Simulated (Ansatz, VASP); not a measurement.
**One calculation of BiTe, two programs**

Contents of POSCAR:

```
BiTe
1.0
    2.2798553017      1.3162750721      3.7460294970
   -2.2798553017      1.3162750721      3.7460294970
    0.0000000000     -2.6325501443      3.7460294970
Bi Te
1 1
Direct
    0.5000000000      0.5000000000      0.5000000000
    0.0000000000      0.0000000000      0.0000000000
```

INCAR.step1

```
SYSTEM = BiTe
PREC     = Accurate       ! precision mode
ENCUT    = 520            ! plane-wave cutoff, eV
ISMEAR   = -1             ! smearing method
SIGMA    = 0.1            ! smearing width, eV
LREAL    = .False.        ! projectors in reciprocal space
LASPH    = .True.         ! aspherical terms in the spheres
NELM     = 80             ! most SCF steps
NBANDS   = 18             ! bands
GGA      = PE             ! functional
ALGO     = Normal         ! electronic algorithm
EDIFF    = 1E-4           ! SCF threshold, eV
LWAVE    = .True.         ! write WAVECAR
LCHARG   = .False.        ! write CHGCAR
```

Contents of INCAR.step2:

```
SYSTEM = BiTe
PREC     = Accurate       ! precision mode
ENCUT    = 520            ! plane-wave cutoff, eV
EDIFF    = 1E-7           ! SCF threshold, eV
ISMEAR   = -1             ! smearing method
SIGMA    = 0.1            ! smearing width, eV
LREAL    = .False.        ! projectors in reciprocal space
LASPH    = .True.         ! aspherical terms in the spheres
NELM     = 80             ! most SCF steps
ALGO     = Normal         ! electronic algorithm
ISIF     = 2              ! what is computed and relaxed
LWAVE    = .False.        ! write WAVECAR
LCHARG   = .False.        ! write CHGCAR
METAGGA  = R2SCAN         ! meta-GGA
LMIXTAU  = .True.       
NBANDS   = 18             ! bands
ISTART   = 1
```

File KPOINTS:

```
regular mesh
0
Gamma
  12 12 12
  0 0 0
```

Input for Ansatz:

```yaml
crystal:
  lattice:
    - [2.2798553017, 1.3162750721, 3.746029497]
    - [-2.2798553017, 1.3162750721, 3.746029497]
    - [0.0, -2.6325501443, 3.746029497]
  atoms:
    - { symbol: Bi, position: [0.5, 0.5, 0.5] }
    - { symbol: Te, position: [0.0, 0.0, 0.0] }
basis:
  ecutwfc: 500
kpoints:
  mp_grid: { grid: [12, 12, 12] }
hamiltonian:
  xc: r2scan
scf:
  occupations: { method: fermi_dirac, width: 0.1 }
output:
  forces: true
  stress: true
  eigenvalues: true
```

Alike in both runs: task single point; functional r2SCAN; k mesh 12 × 12 × 12; occupations fermi-dirac, width 0.1 eV; no spin polarisation.

|  | VASP | Ansatz |
| --- | --- | --- |
| version | VASP 6.6.1 | Ansatz 0.2.0 |
| potentials or method | VASP PAW PBE potentials, release 64 (Bi_d, Te), cutoff 520 eV | scalar-relativistic, plane waves, PAW |
| valence electrons in the cell | 21 | 31 |

```csv
,VASP,Ansatz,Ansatz less VASP
gap on the k mesh at the Fermi level (eV),none,none,-
pressure (GPa),0.2,0.2,+0.03
```

VASP's potentials were made for PBE, not for r2SCAN. A gap of «none» marks a metal or a gap that the smearing closes. VASP's potentials hold 21 valence electrons a cell and Ansatz's 31, so a difference there can come from the potentials and not from the codes.

Spin-orbit coupling is off throughout.
